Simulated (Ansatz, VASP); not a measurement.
## TiC: VASP beside Ansatz

```xyz
2
Lattice="0.0000 2.2073 2.1640 2.2073 0.0000 2.1640 2.2073 2.2073 0.0000" Properties=species:S:1:pos:R:3 pbc="T T T"
Ti    0.0000    0.0000    0.0000
C     2.2073    2.2073    2.1640
```

Change from the starting cell: equal xx and yy strain of +2 %, PAW files.

Alike in both runs: task electric field gradients; functional PBE; k mesh 16 × 16 × 16; occupations fermi-dirac, width 0.03 eV; no spin polarisation.

|  | VASP | Ansatz |
| --- | --- | --- |
| version | VASP 6.6.1 | Ansatz 0.2.0 |
| potentials or method | VASP PAW PBE potentials, release 64 (Ti_sv, C) | PAW with Ansatz's default frozen-core files, scalar-relativistic |
| plane-wave cutoff (eV) | 520 | 420 |
| valence electrons in the cell | 16 | 16 |

Ansatz gave:

```
pressure (GPa)                                                : -8.3
traceless stress, the component that is largest in VASP (GPa) : 4.32
size of Vzz on the site where it differs most (V/Å²)          : 16.5
```

Q: Estimate VASP's values.

A: Pressure (GPa): -8.0; traceless stress, the component that is largest in VASP (GPa): 4.36; size of Vzz on the site where it differs most (V/Å²): 15.3.
